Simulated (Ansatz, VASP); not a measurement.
Ti: VASP beside Ansatz

Contents of INCAR:

```
SYSTEM = Ti
PREC = Accurate ; ENCUT = 520
EDIFF = 1E-7 ; ISMEAR = 0
SIGMA = 0.1 ; LREAL = .False.
LASPH = .True. ; NELM = 80
ALGO = Normal ; ISIF = 2
LWAVE = .False. ; LCHARG = .False.
GGA = PS ; NBANDS = 19
```

File KPOINTS:

```
Automatic mesh
0
Gamma
  16 16 16
  0 0 0
```

The input POSCAR:

```
Ti
1.0
    3.2102321259      0.0000000000      0.0000000000
    0.0000000000      3.2102321259      0.0000000000
    0.0000000000      0.0000000000      3.2102321259
Ti
2
Direct
    0.0000000000      0.0000000000      0.0000000000
    0.5000000000      0.5000000000      0.5000000000
```

Input for Ansatz:

```yaml
crystal:
  lattice:
    - [3.2102321259, 0.0, 0.0]
    - [0.0, 3.2102321259, 0.0]
    - [0.0, 0.0, 3.2102321259]
  atoms:
    - { symbol: Ti, position: [0.0, 0.0, 0.0] }
    - { symbol: Ti, position: [0.5, 0.5, 0.5] }
basis:
  ecutwfc: 420
kpoints:
  mp_grid: { grid: [16, 16, 16] }
hamiltonian:
  xc: pbesol
scf:
  occupations: { method: gaussian, width: 0.1 }
output:
  forces: true
  stress: true
  eigenvalues: true
```

Alike in both runs: task single point; functional PBEsol; k mesh 16 × 16 × 16; occupations gaussian, width 0.1 eV; no spin polarisation.

```csv
,VASP,Ansatz
version,VASP 6.6.1,Ansatz 0.2.0
potentials or method,"VASP PAW PBE potentials, release 64 (Ti_sv), cutoff 520 eV","scalar-relativistic, plane waves, PAW"
valence electrons in the cell,24,24
```

|  | VASP | Ansatz | Ansatz less VASP |
| --- | --- | --- | --- |
| gap on the k mesh at the Fermi level (eV) | none | none | - |
| pressure (GPa) | -0.3 | -0.1 | +0.28 |

VASP's potentials were made for PBE, not for PBEsol. A gap of «none» marks a metal or a gap that the smearing closes. The functional is the same, so the differences come from potentials, cutoffs and numerics.
